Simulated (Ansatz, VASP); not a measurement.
## One calculation of Be3Cd2O3, two programs

```xyz
8
Lattice="3.6831 2.1265 2.3754 -3.6831 2.1265 2.3754 0.0000 -4.2529 2.3754" Properties=species:S:1:pos:R:3 pbc="T T T"
Be    0.0000    2.1265    2.3754
Be   -1.8416   -1.0632    2.3754
Be    1.8416   -1.0632    2.3754
Cd    0.0000    0.0000    1.5339
Cd    0.0000    0.0000    5.5923
O     0.0000   -2.1265    1.1877
O     1.8416    1.0632    1.1877
O    -1.8416    1.0632    1.1877
```

Alike in both runs: functional PBE; k mesh 4 × 4 × 4; occupations gaussian, width 0.2 eV; no spin polarisation.

Ansatz relaxed the structure, and its values are those at the end. VASP's run is a single point on that final structure, the one shown.

|  | VASP | Ansatz |
| --- | --- | --- |
| version | VASP 6.6.1 | Ansatz 0.2.0 |
| potentials or method | VASP PAW PBE potentials, release 64 (Be, Cd, O), cutoff 600 eV | scalar-relativistic, plane waves, PAW |
| valence electrons in the cell | 48 | 64 |

|  | VASP | Ansatz | Ansatz less VASP |
| --- | --- | --- | --- |
| gap on the k mesh at the Fermi level (eV) | none | none | - |
| pressure (GPa) | 0.9 | 0.1 | -0.81 |
| rms of the force components (eV/Å) | 0.008 | 0.001 | -0.0065 |

A gap of «none» marks a metal or a gap that the smearing closes. The functional is the same, so the differences come from potentials, cutoffs and numerics. VASP's potentials hold 48 valence electrons a cell and Ansatz's 64, so a difference there can come from the potentials and not from the codes.
